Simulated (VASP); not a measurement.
# Fe (Im-3m) in VASP: single point with PBEsol

Aim: the single point of Fe with PBEsol.

Program: VASP 6.6.1. These are calculated values, not measurements. Logs are shortened: lines on timing, memory, paths and dates and some standing lists are left out, and cuts for length are marked.

## (1) The cell of the first run

The structure is cubic, space group Im-3m (No. 229). Conventional cell: a = 2.727 Å, b = 2.727 Å, c = 2.727 Å, α = 90.00°, β = 90.00°, γ = 90.00°. Fe (site symmetry m-3m) has 14 Fe at 2.36 to 2.73 Å within 3.1 Å.

## (2) Single point, PBEsol

Input file INCAR:

```
ALGO     = Normal         # electronic algorithm
EDIFF    = 1E-6           # SCF threshold, eV
ENCUT    = 520            # plane-wave cutoff, eV
GGA      = PS             # functional
ISIF     = 2              # what is computed and relaxed
ISMEAR   = -1             # smearing method
LASPH    = True           # aspherical terms in the spheres
LCHARG   = False          # write CHGCAR
LREAL    = False          # projectors in reciprocal space
LWAVE    = False          # write WAVECAR
NBANDS   = 10             # bands
NELM     = 80             # most SCF steps
PREC     = Accurate       # precision mode
SIGMA    = 0.13605693000000002 # smearing width, eV
```

Input file KPOINTS:

```
k-points
0
Gamma
  17 17 17
```

Input file POSCAR:

```
Fe
1.0
   -1.3636475757      1.3636475757      1.3636475757
    1.3636475757     -1.3636475757      1.3636475757
    1.3636475757      1.3636475757     -1.3636475757
Fe
1
Direct
    0.0000000000      0.0000000000      0.0000000000
```

Potentials or basis: VASP PAW PBE potentials, release 64 (Fe).

The run is started by

```console
$ cat potpaw_PBE.64/Fe/POTCAR > POTCAR
$ mpirun -np 1 vasp_std > vasp.out
```

OUTCAR:

```text
EDIFF = 1E-6
   ENCUT = 520
   GGA = PS
   ISIF = 2
   ISMEAR = -1
   LASPH = True
   LREAL = False
   NELM = 80
   PREC = Accurate

 ion  position               nearest neighbor table
   1  0.000  0.000  0.000-

  LATTYP: Found a body centered cubic cell.
 ALAT       =     2.7272951514

  Lattice vectors:

 A1 = (  -1.3636475757,   1.3636475757,   1.3636475757)
 A2 = (   1.3636475757,  -1.3636475757,   1.3636475757)
 A3 = (   1.3636475757,   1.3636475757,  -1.3636475757)

Analysis of symmetry for initial positions (statically):
=====================================================================
 Subroutine PRICEL returns:
 Original cell was already a primitive cell.

 Routine SETGRP: Setting up the symmetry group for a
 body centered cubic supercell.

 Subroutine GETGRP returns: Found 48 space group operations
 (whereof 48 operations were pure point group operations)
 out of a pool of 48 trial point group operations.

The static configuration has the point symmetry O_h .

Analysis of symmetry for dynamics (positions and initial velocities):
=====================================================================
 Subroutine PRICEL returns:
 Original cell was already a primitive cell.

 Routine SETGRP: Setting up the symmetry group for a
 body centered cubic supercell.

 Subroutine GETGRP returns: Found 48 space group operations
 (whereof 48 operations were pure point group operations)
 out of a pool of 48 trial point group operations.

The dynamic configuration has the point symmetry O_h .

 Subroutine INISYM returns: Found 48 space group operations
 (whereof 48 operations are pure point group operations),
 and found     1 'primitive' translations

----------------------------------------------------------------------------------------

                                     Primitive cell

  volume of cell :      10.1430

  direct lattice vectors                    reciprocal lattice vectors
    -1.363647576  1.363647576  1.363647576     0.000000000  0.366663652  0.366663652
     1.363647576 -1.363647576  1.363647576     0.366663652  0.000000000  0.366663652
     1.363647576  1.363647576 -1.363647576     0.366663652  0.366663652  0.000000000

  length of vectors
     2.361906885  2.361906885  2.361906885     0.518540709  0.518540709  0.518540709

[... 75 lines left out ...]
   LASPH  =      T    aspherical Exc in radial PAW
   ENCUT  =  520.0 eV  38.22 Ry    6.18 a.u.   4.39  4.39  4.39*2*pi/ulx,y,z
   NELM   =     80;   NELMIN=  2; NELMDL= -5     # of ELM steps
   EDIFF  = 0.1E-05   stopping-criterion for ELM
   LREAL  =      F    real-space projection
   EDIFFG = 0.1E-04   stopping-criterion for IOM
   NSW    =      0    number of steps for IOM
   IBRION =     -1    ionic relax: 0-MD 1-quasi-New 2-CG
   NFREE  =      0    steps in history (QN), initial steepest desc. (CG)
   ISIF   =      2    stress and relaxation
   ISYM   =      2    0-nonsym 1-usesym 2-fastsym
   POTIM  = 0.5000    time-step for ionic-motion
   TEBEG  =    0.0;   TEEND  =   0.0 temperature during run
   PSTRESS=    0.0 pullay stress
   NELECT =       8.0000    total number of electrons
   NUPDOWN=      -1.0000    fix difference up-down
   EMIN   =  10.00;   EMAX   =-10.00  energy-range for DOS
   EFERMI =   0.00;   METHOD = LEGACY
   ISMEAR =    -1;   SIGMA  =   0.14  broadening in eV -4-tet -1-fermi 0-gaus
   EFERMI_NEDOS =   21; number of points for ismear=-14 and -15
   IALGO  =     38    algorithm
   IMIX   =      4    mixing-type and parameters
     AMIX     =   0.40;   BMIX     =  1.00
     AMIX_MAG =   1.60;   BMIX_MAG =  1.00
  volume/ion in A,a.u.               =      10.14        68.45
  Fermi-wavevector in a.u.,A,eV,Ry     =   1.512572  2.858346 31.128411  2.287874
  Thomas-Fermi vector in A             =   2.622478
   LORBIT       =      0    0 simple, 1 ext, 2 COOP (PROOUT), +10 PAW based schemes
   GGA     = PS    functional components
   LHFCALC =     F    Hartree Fock is set to
   AEXX    =    0.0000 exact exchange contribution
   IVDW    =     0    specifies the selected vdW correction
   LEPSILON=     F    determine dielectric tensor
   LRPA    =     F    only Hartree local field effects (RPA)
 non-spin polarized calculation
  energy-cutoff  :      520.00
  volume of cell :       10.14
 maximum number of plane-waves:       281
 NGX is ok and might be reduce to    18
   NGX =  9   NGY =  9   NGZ =  9

 number of electron       7.9999992 magnetization

 Free energy of the ion-electron system (eV)
  ---------------------------------------------------
  ext. energy  EPLUGINS =         0.00000000
  ---------------------------------------------------
  free energy    TOTEN  =        -8.61296080 eV

  energy without entropy =       -8.43365627  energy(sigma->0) =       -8.52330854

 E-fermi :   6.9546     XC(G=0): -13.9734

 val. band max:        6.9511495808   @ k =   0.1765   0.0000   0.0000
 cond. band min:       6.9615802531   @ k =   0.1176   0.0588  -0.0000
 fundamental gap:      0.0104306723
 Fermi energy:         6.9545832268

 k-point     1 :       0.0000    0.0000    0.0000
  band No.  band energies     occupation
      1      -2.1838      2.00000
      2       5.0856      2.00000
      3       5.0856      2.00000
      4       5.0856      2.00000
      5       6.9082      1.16887
      6       6.9082      1.16887
      7      32.9305      0.00000
      8      32.9305      0.00000
      9      32.9305      0.00000
     10      38.9626      0.00000
[... 287 lines left out ...]
 k-point    24 :       0.1765    0.1765    0.0000
  band No.  band energies     occupation
      1       1.3014      2.00000
      2       4.2461      2.00000
      3       4.3952      2.00000
      4       6.4890      1.93679
      5       7.1561      0.37055
      6       7.6078      0.01631
      7      23.6175      0.00000
      8      24.7672      0.00000
      9      30.6667      0.00000
     10      34.1431      0.00000

 [... further k-points ...]
[... 5 lines left out ...]
  --------------------------------------------------------------------------------------
  -------------------------------------------------------------------------------------
  Total        0.0027514      0.0027514      0.0027514      0.0000000      0.0000000     -0.0000000
  in kB        0.4346042      0.4346042      0.4346042      0.0000000      0.0000000     -0.0000000
  external PRESSURE =       0.4346042 kB  Pullay stress =       0.0000000 kB

 VOLUME and BASIS-vectors are now :
 -----------------------------------------------------------------------------
  energy-cutoff  :      520.00
  volume of cell :       10.14
      direct lattice vectors                 reciprocal lattice vectors
    -1.363647576  1.363647576  1.363647576     0.000000000  0.366663652  0.366663652
     1.363647576 -1.363647576  1.363647576     0.366663652  0.000000000  0.366663652
     1.363647576  1.363647576 -1.363647576     0.366663652  0.366663652  0.000000000

 POSITION                                       TOTAL-FORCE (eV/Angst)
 -----------------------------------------------------------------------------------
      0.00000      0.00000      0.00000         0.000000      0.000000      0.000000
 -----------------------------------------------------------------------------------
    total drift:                                0.000000      0.000000      0.000000

  FREE ENERGIE OF THE ION-ELECTRON SYSTEM (eV)
  ---------------------------------------------------
  free  energy   TOTEN  =        -8.6129608041 eV

  energy  without entropy=       -8.4336562699  energy(sigma->0) =       -8.52330854
```

It took 20 s on 1 thread of Intel Xeon 6975P-C, shared host; peak memory 0.13 GiB.

What came out:

```yaml
Free_energy: -8.6130 eV
Pressure: 0.0 GPa
Band_gap_on_the_k_mesh: zero (band 4 reaches 8.00 eV, above the bottom of band 5 at 5.88 eV)
```

Levels at points of the mesh, in eV from the Fermi level:
```tsv
k point	band 1	band 2	band 3	band 4	band 5	band 6	band 7	band 8	band 9
(0.00, 0.00, 0.00)	-9.14	-1.87	-1.87	-1.87	-0.05	-0.05	25.98	25.98	25.98
```

Caveat: the PAW data sets were made with another functional, which shifts forces and pressure a little; the run has no spin polarisation, though such a crystal can be magnetic.
